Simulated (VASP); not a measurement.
# ZrIn (R-3m) in VASP: further runs

Runs on ZrIn. Level: LDA. Tasks: single point, relaxation of cell and atoms.

Program: VASP 6.6.1. These are calculated values, not measurements. Logs are shortened: lines on timing, memory, paths and dates and some standing lists are left out, and cuts for length are marked.

### 1 The cell of the first run

Symmetry: R-3m, No. 166, trigonal system. The conventional cell has a = 3.149 Å, b = 3.149 Å, c = 14.996 Å, α = 90.00°, β = 90.00°, γ = 120.00°. Within 4.1 Å of Zr (site symmetry -3m) lie 6 In at 3.09 Å and 6 Zr at 3.15 Å. In (site symmetry -3m) has 6 Zr at 3.09 Å and 6 In at 3.15 Å within 4.1 Å.

### 2 Single point, LDA

INCAR reads:

```
SYSTEM = ZrIn
PREC = Accurate ; ENCUT = 520
EDIFF = 1E-7 ; ISMEAR = 0
SIGMA = 0.1 ; LREAL = .False.
LASPH = .True. ; NELM = 100
ALGO = Normal ; ISIF = 2
LWAVE = .False. ; LCHARG = .False.
NBANDS = 20
```

KPOINTS reads:

```
Automatic mesh
0
Gamma
  9 9 9
  0 0 0
```

POSCAR reads:

```
ZrIn
1.0
    5.3190631324      0.0048054552      0.0029533312
    4.3844449376      3.0114943613      0.0029533312
    4.3844449376      1.3628885930      2.6854499983
Zr In
1 1
Direct
    0.5000000000      0.5000000000      0.5000000000
    0.0000000000      0.0000000000      0.0000000000
```

Potentials or basis: VASP PAW LDA potentials, release 64 (Zr_sv, In_d).

On the command line:

```console
cat potpaw_LDA.64/Zr_sv/POTCAR potpaw_LDA.64/In_d/POTCAR > POTCAR
mpirun -np 1 vasp_std > vasp.out
```

OUTCAR:

```text
SYSTEM = ZrIn
   PREC = Accurate
   ENCUT = 520
   EDIFF = 1E-7
   ISMEAR = 0
   LREAL = .False.
   LASPH = .True.
   NELM = 100
   ISIF = 2

 ion  position               nearest neighbor table
   1  0.500  0.500  0.500-   2 3.09   2 3.09   2 3.09   2 3.09   2 3.09   2 3.09
   2  0.000  0.000  0.000-   1 3.09   1 3.09   1 3.09   1 3.09   1 3.09   1 3.09

  LATTYP: Found a trigonal (rhomboedric) cell.
 ALAT       =     5.3190661230
 COS(alpha) =     0.8247998265

  Lattice vectors:

 A1 = (   5.3190631324,   0.0048054552,   0.0029533312)
 A2 = (   4.3844449376,   3.0114943613,   0.0029533312)
 A3 = (   4.3844449376,   1.3628885930,   2.6854499983)

Analysis of symmetry for initial positions (statically):
=====================================================================
 Subroutine PRICEL returns:
 Original cell was already a primitive cell.

 Routine SETGRP: Setting up the symmetry group for a
 trigonal (rhombohedral) supercell.

 Subroutine GETGRP returns: Found 12 space group operations
 (whereof 12 operations were pure point group operations)
 out of a pool of 12 trial point group operations.

The static configuration has the point symmetry D_3d.

Analysis of symmetry for dynamics (positions and initial velocities):
=====================================================================
 Subroutine PRICEL returns:
 Original cell was already a primitive cell.

 Routine SETGRP: Setting up the symmetry group for a
 trigonal (rhombohedral) supercell.

 Subroutine GETGRP returns: Found 12 space group operations
 (whereof 12 operations were pure point group operations)
 out of a pool of 12 trial point group operations.

The dynamic configuration has the point symmetry D_3d.

 Subroutine INISYM returns: Found 12 space group operations
 (whereof 12 operations are pure point group operations),
 and found     1 'primitive' translations

----------------------------------------------------------------------------------------

                                     Primitive cell

  volume of cell :      42.9171

  direct lattice vectors                    reciprocal lattice vectors
     5.319063132  0.004805455  0.002953331     0.188344131 -0.274045694 -0.168422693
     4.384444938  3.011494361  0.002953331    -0.000206904  0.332527459 -0.168422693
     4.384444938  1.362888593  2.685449998    -0.000206904 -0.000064315  0.372747516

  length of vectors
     5.319066123  5.319066123  5.319066123     0.372747579  0.372747579  0.372747579

  position of ions in fractional coordinates (direct lattice)
     0.500000000  0.500000000  0.500000000
     0.000000000  0.000000000  0.000000000

  ion indices of the primitive-cell ions
   primitive index   ion index
                 1           1
                 2           2

----------------------------------------------------------------------------------------

 KPOINTS: Automatic mesh

Automatic generation of k-mesh.
 Grid dimensions read from file:
 generate k-points for:    9    9    9

 Generating k-lattice:

  Cartesian coordinates                     Fractional coordinates (reciprocal lattice)
     0.020927126 -0.030449522 -0.018713633     0.111111111 -0.000000000 -0.000000000
    -0.000022989  0.036947495 -0.018713633    -0.000000000  0.111111111  0.000000000
    -0.000022989 -0.000007146  0.041416391     0.000000000  0.000000000  0.111111111

  Length of vectors
     0.041416398  0.041416398  0.041416398

  Shift w.r.t. Gamma in fractional coordinates (k-lattice)
     0.000000000  0.000000000  0.000000000

 Subroutine IBZKPT returns following result:
 ===========================================

 Found     85 irreducible k-points:

 Following reciprocal coordinates:
            Coordinates               Weight
  0.000000  0.000000  0.000000      1.000000
  0.111111 -0.000000  0.000000      6.000000
  0.222222  0.000000  0.000000      6.000000
  0.333333 -0.000000 -0.000000      6.000000
  0.444444  0.000000  0.000000      6.000000
  0.111111  0.111111 -0.000000      6.000000
[... 16 lines left out ...]
 -0.333333  0.333333  0.000000      6.000000
  0.444444  0.444444  0.000000      6.000000
 [... further k-points ...]
   k-points           NKPTS =     85   k-points in BZ     NKDIM =     85   number of bands    NBANDS=     20
   number of dos      NEDOS =    301   number of ions     NIONS =      2
   total plane-waves  NPLWV =  64000
   dimension x,y,z NGX =    40 NGY =   40 NGZ =   40
   dimension x,y,z NGXF=    80 NGYF=   80 NGZF=   80
   ions per type =               1   1
   NGX,Y,Z   is equivalent  to a cutoff of  12.50, 12.50, 12.50 a.u.
   NGXF,Y,Z  is equivalent  to a cutoff of  25.00, 25.00, 25.00 a.u.
 SYSTEM =  ZrIn
   PREC   = accura    normal or accurate (medium, high low for compatibility)
   ISTART =      0    job   : 0-new  1-cont  2-samecut
   ICHARG =      2    charge: 1-file 2-atom 10-const
   ISPIN  =      1    spin polarized calculation?
   LNONCOLLINEAR =      F non collinear calculations
   LSORBIT =      F    spin-orbit coupling
   LASPH  =      T    aspherical Exc in radial PAW
   ENCUT  =  520.0 eV  38.22 Ry    6.18 a.u.   9.89  9.89  9.89*2*pi/ulx,y,z
   NELM   =    100;   NELMIN=  2; NELMDL= -5     # of ELM steps
   EDIFF  = 0.1E-06   stopping-criterion for ELM
   LREAL  =      F    real-space projection
   EDIFFG = 0.1E-05   stopping-criterion for IOM
   NSW    =      0    number of steps for IOM
   IBRION =     -1    ionic relax: 0-MD 1-quasi-New 2-CG
   NFREE  =      0    steps in history (QN), initial steepest desc. (CG)
   ISIF   =      2    stress and relaxation
   ISYM   =      2    0-nonsym 1-usesym 2-fastsym
   POTIM  = 0.5000    time-step for ionic-motion
   TEBEG  =    0.0;   TEEND  =   0.0 temperature during run
   PSTRESS=    0.0 pullay stress
   NELECT =      25.0000    total number of electrons
   NUPDOWN=      -1.0000    fix difference up-down
   EMIN   =  10.00;   EMAX   =-10.00  energy-range for DOS
   EFERMI =   0.00;   METHOD = LEGACY
   ISMEAR =     0;   SIGMA  =   0.10  broadening in eV -4-tet -1-fermi 0-gaus
   EFERMI_NEDOS =   21; number of points for ismear=-14 and -15
   IALGO  =     38    algorithm
   IMIX   =      4    mixing-type and parameters
     AMIX     =   0.40;   BMIX     =  1.00
     AMIX_MAG =   1.60;   BMIX_MAG =  1.00
  volume/ion in A,a.u.               =      21.46       144.81
  Fermi-wavevector in a.u.,A,eV,Ry     =   1.367239  2.583708 25.433963  1.869344
  Thomas-Fermi vector in A             =   2.493309
   LORBIT       =      0    0 simple, 1 ext, 2 COOP (PROOUT), +10 PAW based schemes
   GGA     = CA    functional components
   LHFCALC =     F    Hartree Fock is set to
   AEXX    =    0.0000 exact exchange contribution
   IVDW    =     0    specifies the selected vdW correction
   LEPSILON=     F    determine dielectric tensor
   LRPA    =     F    only Hartree local field effects (RPA)
 non-spin polarized calculation
 Gauss-broadening in eV      SIGMA  =   0.10
  energy-cutoff  :      520.00
  volume of cell :       42.92
 maximum number of plane-waves:      1171
   NGX = 19   NGY = 19   NGZ = 19

 number of electron      25.0000004 magnetization

 Free energy of the ion-electron system (eV)
  ---------------------------------------------------
  ext. energy  EPLUGINS =         0.00000000
  ---------------------------------------------------
  free energy    TOTEN  =       -12.99808448 eV

  energy without entropy =      -12.98998080  energy(sigma->0) =      -12.99403264

 E-fermi :   9.5004     XC(G=0): -11.5995

 val. band max:        9.4578110379   @ k =   0.4444   0.2222   0.1111
 cond. band min:       9.5032247406   @ k =  -0.4444   0.2222  -0.0000
 fundamental gap:      0.0454137028
 Fermi energy:         9.5004358953

 k-point     1 :       0.0000    0.0000    0.0000
  band No.  band energies     occupation
      1     -38.9299      2.00000
      2     -17.2464      2.00000
      3     -16.6252      2.00000
      4     -16.6252      2.00000
      5      -4.9053      2.00000
      6      -4.8767      2.00000
[... 12 lines left out ...]
     19      20.1010      0.00000
     20      20.1010      0.00000

 k-point     2 :       0.1111   -0.0000    0.0000
  band No.  band energies     occupation
      1     -38.9162      2.00000
      2     -17.2304      2.00000
      3     -16.7338      2.00000
      4     -16.6496      2.00000
      5      -4.9075      2.00000
      6      -4.8486      2.00000
[... 12 lines left out ...]
     19      19.8583      0.00000
     20      20.5392      0.00000

 k-point     3 :       0.2222    0.0000    0.0000
  band No.  band energies     occupation
      1     -38.8814      2.00000
      2     -17.1896      2.00000
      3     -17.0012      2.00000
      4     -16.7108      2.00000
      5      -4.9710      2.00000
      6      -4.7246      2.00000
[... 12 lines left out ...]
     19      19.2596      0.00000
     20      19.9698      0.00000

 k-point     4 :       0.3333   -0.0000   -0.0000
  band No.  band energies     occupation
      1     -38.8415      2.00000
      2     -17.2934      2.00000
      3     -17.1427      2.00000
      4     -16.7793      2.00000
      5      -5.0449      2.00000
      6      -4.7552      2.00000
[... 12 lines left out ...]
     19      18.6365      0.00000
     20      19.0640      0.00000

 k-point     5 :       0.4444    0.0000    0.0000
  band No.  band energies     occupation
      1     -38.8152      2.00000
      2     -17.4780      2.00000
      3     -17.1118      2.00000
      4     -16.8235      2.00000
      5      -5.0933      2.00000
      6      -4.8136      2.00000
[... 12 lines left out ...]
     19      18.2709      0.00000
     20      18.3199      0.00000
[... 353 lines left out ...]
      6      -4.8240      2.00000
[... 12 lines left out ...]
     19      17.1992      0.00000
     20      19.1958      0.00000

 k-point    22 :      -0.4444    0.3333   -0.0000
  band No.  band energies     occupation
      1     -38.8038      2.00000
      2     -17.3681      2.00000
      3     -17.0939      2.00000
      4     -17.0462      2.00000
      5      -4.9005      2.00000
      6      -4.8103      2.00000
[... 12 lines left out ...]
     19      17.6513      0.00000
     20      19.8440      0.00000

 k-point    23 :      -0.3333    0.3333    0.0000
  band No.  band energies     occupation
      1     -38.7968      2.00000
      2     -17.2418      2.00000
      3     -17.2397      2.00000
      4     -17.0860      2.00000
      5      -4.7820      2.00000
      6      -4.7477      2.00000
[... 12 lines left out ...]
     19      17.0918      0.00000
     20      19.2216      0.00000

 k-point    24 :       0.4444    0.4444    0.0000
  band No.  band energies     occupation
      1     -38.8153      2.00000
      2     -17.4741      2.00000
      3     -17.1068      2.00000
      4     -16.8223      2.00000
      5      -5.1064      2.00000
      6      -4.8673      2.00000
[... 12 lines left out ...]
     19      16.9972      0.00000
     20      18.7537      0.00000

 [... further k-points ...]
[... 5 lines left out ...]
  --------------------------------------------------------------------------------------
  -------------------------------------------------------------------------------------
  Total        0.0716455      0.0503737      0.0489578      0.0073195      0.0013983      0.0044984
  in kB        2.6746598      1.8805427      1.8276856      0.2732514      0.0522018      0.1679346
  external PRESSURE =       2.1276294 kB  Pullay stress =       0.0000000 kB

 VOLUME and BASIS-vectors are now :
 -----------------------------------------------------------------------------
  energy-cutoff  :      520.00
  volume of cell :       42.92
      direct lattice vectors                 reciprocal lattice vectors
     5.319063132  0.004805455  0.002953331     0.188344131 -0.274045694 -0.168422693
     4.384444938  3.011494361  0.002953331    -0.000206904  0.332527459 -0.168422693
     4.384444938  1.362888593  2.685449998    -0.000206904 -0.000064315  0.372747516

 POSITION                                       TOTAL-FORCE (eV/Angst)
 -----------------------------------------------------------------------------------
      7.04398      2.18959      1.34568         0.000000     -0.000000      0.000000
      0.00000      0.00000      0.00000        -0.000000      0.000000      0.000000
 -----------------------------------------------------------------------------------
    total drift:                               -0.000000      0.000000      0.000000

  FREE ENERGIE OF THE ION-ELECTRON SYSTEM (eV)
  ---------------------------------------------------
  free  energy   TOTEN  =       -12.9980844762 eV

  energy  without entropy=      -12.9899808008  energy(sigma->0) =      -12.99403264
```

Run time: 100 s. Hardware: 1 thread of Intel Xeon Platinum 8124M at 3.00GHz (Skylake/Cascade Lake), shared host; peak memory 0.24 GiB.

What came out:

| Property | Result |
| --- | --- |
| Free energy | -12.9981 eV |
| Pressure | 0.2 GPa |
| Band gap on the k mesh | zero (an odd number of electrons rules out a gap without spin polarisation) |

Caveat: spin-orbit coupling is left out, which moves the levels of the heavy elements.

### 3 Relaxation of cell and atoms, LDA

This run uses another cell than the first one, of 23.23 Å³/atom.

INCAR reads:

```
ALGO = Normal
EDIFF = 1E-6
EDIFFG = -0.03
ENCUT = 600
IBRION = 2
ISIF = 3
ISMEAR = 0
LASPH = True
LCHARG = False
LREAL = False
LWAVE = False
NELM = 100
NSW = 50
PREC = Accurate
SIGMA = 0.1
```

KPOINTS reads:

```
k-points
0
Gamma
  9 9 9
```

POSCAR reads:

```
ZrIn
1.0
    5.4518320000      0.0000000000      0.0000000000
    4.4910925655      3.0907215540      0.0000000000
    4.4910925655      1.3960396161      2.7574686063
Zr In
1 1
Direct
    0.5000000000      0.5000000000      0.5000000000
    0.0000000000      0.0000000000      0.0000000000
```

Potentials or basis: VASP PAW LDA potentials, release 64 (Zr_sv, In_d).

On the command line:

```console
cat potpaw_LDA.64/Zr_sv/POTCAR potpaw_LDA.64/In_d/POTCAR > POTCAR
mpirun -np 1 vasp_std > vasp.out
```

OUTCAR:

```text
EDIFF = 1E-6
   EDIFFG = -0.03
   ENCUT = 600
   IBRION = 2
   ISIF = 3
   ISMEAR = 0
   LASPH = True
   LREAL = False
   NELM = 100
   NSW = 50
   PREC = Accurate

 ion  position               nearest neighbor table
   1  0.500  0.500  0.500-   2 3.17   2 3.17   2 3.17   2 3.17   2 3.17   2 3.17
   2  0.000  0.000  0.000-   1 3.17   1 3.17   1 3.17   1 3.17   1 3.17   1 3.17

  LATTYP: Found a trigonal (rhomboedric) cell.
 ALAT       =     5.4518320000
 COS(alpha) =     0.8237767718

  Lattice vectors:

 A1 = (   5.4518320000,   0.0000000000,   0.0000000000)
 A2 = (   4.4910925655,   3.0907215540,   0.0000000000)
 A3 = (   4.4910925655,   1.3960396161,   2.7574686063)

Analysis of symmetry for initial positions (statically):
=====================================================================
 Subroutine PRICEL returns:
 Original cell was already a primitive cell.

 Routine SETGRP: Setting up the symmetry group for a
 trigonal (rhombohedral) supercell.

 Subroutine GETGRP returns: Found 12 space group operations
 (whereof 12 operations were pure point group operations)
 out of a pool of 12 trial point group operations.

The static configuration has the point symmetry D_3d.

Analysis of symmetry for dynamics (positions and initial velocities):
=====================================================================
 Subroutine PRICEL returns:
 Original cell was already a primitive cell.

[... 164 lines left out ...]
  -------------------------------------------------------------------------------------
  Total       -2.0042765     -1.8869356     -1.8791253     -0.0403764     -0.0077135     -0.0248145
  in kB      -69.1122920    -65.0660954    -64.7967774     -1.3922745     -0.2659795     -0.8556625
  external PRESSURE =     -66.3250549 kB  Pullay stress =       0.0000000 kB
[... 23 lines left out ...]
--------------------------------------- Ionic step        2  -------------------------------------------

 number of electron      25.0000002 magnetization

 E-fermi :  10.3293     XC(G=0): -11.9125

 val. band max:       10.3183492821   @ k =  -0.2222  -0.3333   0.1111
 cond. band min:      10.3407734918   @ k =   0.4444   0.2222   0.0000
 fundamental gap:      0.0224242097
 Fermi energy:        10.3292694226

 k-point     1 :       0.0000    0.0000    0.0000
  band No.  band energies     occupation
      1     -37.9702      2.00000
      2     -16.3284      2.00000
      3     -15.5988      2.00000
      4     -15.5988      2.00000
      5      -4.2238      2.00000
      6      -4.1639      2.00000
[... 554 lines left out ...]
--------------------------------------- Ionic step        5  -------------------------------------------

 number of electron      24.9999999 magnetization

 Free energy of the ion-electron system (eV)
  ---------------------------------------------------
  ext. energy  EPLUGINS =         0.00000000
  ---------------------------------------------------
  free energy    TOTEN  =       -12.99874854 eV

  energy without entropy =      -12.99067216  energy(sigma->0) =      -12.99471035

 E-fermi :   9.4715     XC(G=0): -11.5891

 val. band max:        9.4286581530   @ k =   0.4444   0.2222   0.1111
 cond. band min:       9.4786253644   @ k =  -0.4444   0.2222  -0.0000
 fundamental gap:      0.0499672114
 Fermi energy:         9.4715183326

 k-point     1 :       0.0000    0.0000    0.0000
  band No.  band energies     occupation
      1     -38.9625      2.00000
      2     -17.2782      2.00000
      3     -16.6622      2.00000
      4     -16.6622      2.00000
      5      -4.9268      2.00000
      6      -4.8995      2.00000
[... 476 lines left out ...]
  FREE ENERGIE OF THE ION-ELECTRON SYSTEM (eV)
  ---------------------------------------------------
  free  energy   TOTEN  =       -12.9987485394 eV

  energy  without entropy=      -12.9906721573  energy(sigma->0) =      -12.99471035

 reached required accuracy - stopping structural energy minimisation
```

OSZICAR:

```text
N       E                     dE             d eps       ncg     rms          rms(c)
DAV:   1     0.240062060622E+03    0.24006E+03   -0.13946E+04  2728   0.208E+03
DAV:   2     0.650787738408E+01   -0.23355E+03   -0.23124E+03  2832   0.471E+02
DAV:   3    -0.125329614260E+02   -0.19041E+02   -0.18837E+02  4888   0.130E+02
DAV:   4    -0.134413635492E+02   -0.90840E+00   -0.90806E+00  3360   0.197E+01
[... 42 lines left out ...]
DAV:   2    -0.129993620242E+02    0.14160E-02   -0.37210E-03  3856   0.741E-01    0.136E-01
DAV:   3    -0.129987553146E+02    0.60671E-03   -0.12831E-03  4032   0.399E-01    0.335E-02
DAV:   4    -0.129987505544E+02    0.47602E-05   -0.89397E-05  4088   0.766E-02    0.258E-02
DAV:   5    -0.129987489290E+02    0.16254E-05   -0.26083E-06  2808   0.213E-02    0.124E-02
DAV:   6    -0.129987485394E+02    0.38959E-06   -0.11040E-06  1936   0.153E-02
   5 F= -.12998749E+02 E0= -.12994710E+02  d E =-.321196E-03
```

CONTCAR:

```text
ZrIn
   1.00000000000000
     5.3192534459035876    0.0030233346145393    0.0018580775686221
     4.3835914038374559    3.0130703222020667    0.0018580775682371
     4.3835914038374657    1.3626232751382013    2.6873507454592072
  Zr              In
     1     1
Direct
     0.5000000000000000    0.5000000000000000    0.5000000000000000
     0.0000000000000000    1.0000000000000000    1.0000000000000000

  0.00000000E+00  0.00000000E+00  0.00000000E+00
  0.00000000E+00  0.00000000E+00  0.00000000E+00
```

Run time: 8.8 min. Hardware: 1 thread of Intel Xeon Platinum 8124M at 3.00GHz (Skylake/Cascade Lake), shared host; peak memory 0.32 GiB.

Results:

```yaml
Free_energy: -12.9987 eV
Relaxed_volume: 21.50 Å³/atom
Relaxed_cell: a = 5.319 Å, b = 5.319 Å, c = 5.319 Å, α = 34.47°, β = 34.47°, γ = 34.47°
Space_group_after_relaxing_to_0.1_Å: R-3m (No. 166)
Energy_gained_by_relaxing: 37.8 meV/atom
Ionic_steps: 5
Pressure_after_relaxing: 0.1 GPa
Band_gap_on_the_k_mesh: zero (an odd number of electrons rules out a gap without spin polarisation)
```

Step by step:
```csv
step,energy change (eV),largest force (eV/Å),pressure (GPa),volume (Å³)
1,0.0000,0.0000,-6.63,46.46
2,-0.0113,0.0000,7.80,40.29
3,-0.0753,0.0000,-0.09,43.10
4,-0.0753,0.0000,0.06,43.03
5,-0.0756,0.0000,0.06,43.01
```

Final structure:
```yaml
crystal:
  lattice:
    - [5.31925, 0.00302, 0.00186]
    - [4.38359, 3.01307, 0.00186]
    - [4.38359, 1.36262, 2.68735]
  atoms:
    - { symbol: Zr, position: [0.50000, 0.50000, 0.50000] }
    - { symbol: In, position: [0.00000, 0.00000, 0.00000] }
```

Levels at points of the mesh, in eV from the Fermi level:
```csv
k point,band 9,band 10,band 11,band 12,band 13,band 14,band 15,band 16
"(0.00, 0.00, 0.00)",-14.04,-9.15,-2.51,-1.45,1.30,1.30,3.49,3.49
```

Caveat: spin-orbit coupling is left out, which moves the levels of the heavy elements.

The gap in the log of VASP goes by the Fermi energy; the results here count the filled bands.